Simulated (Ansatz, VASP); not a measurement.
**Ti: VASP beside Ansatz**

```
Ti
1.0
     2.05602    2.05602    0.00000
    -2.05602    2.05602    0.00000
     0.00000    0.00000    3.86531
Ti
2
Direct
  0.00000 0.00000 0.00000
  0.50000 0.50000 0.50000
```

Change from the starting cell: strain along c alone, the other axes held, atoms relaxed: -6.0 %.

Alike in both runs: task single point; functional PBE; k mesh 18 × 18 × 12; occupations gaussian, width 0.1 eV; no spin polarisation.

```csv
,VASP,Ansatz
version,VASP 6.6.1,Ansatz 0.2.0
potentials or method,"VASP PAW PBE potentials, release 64 (Ti_sv), cutoff 520 eV","scalar-relativistic, plane waves, PAW"
valence electrons in the cell,24,24
```

|  | VASP | Ansatz | Ansatz less VASP |
| --- | --- | --- | --- |
| gap on the k mesh at the Fermi level (eV) | none | none | - |
| pressure (GPa) | 7.0 | 7.4 | +0.34 |
| traceless stress, the component that is largest in VASP (GPa) | 1.45 | 1.44 | -0.014 |

A gap of «none» marks a metal or a gap that the smearing closes. With one functional, cell and mesh, what is left measures potentials, basis and numerics.
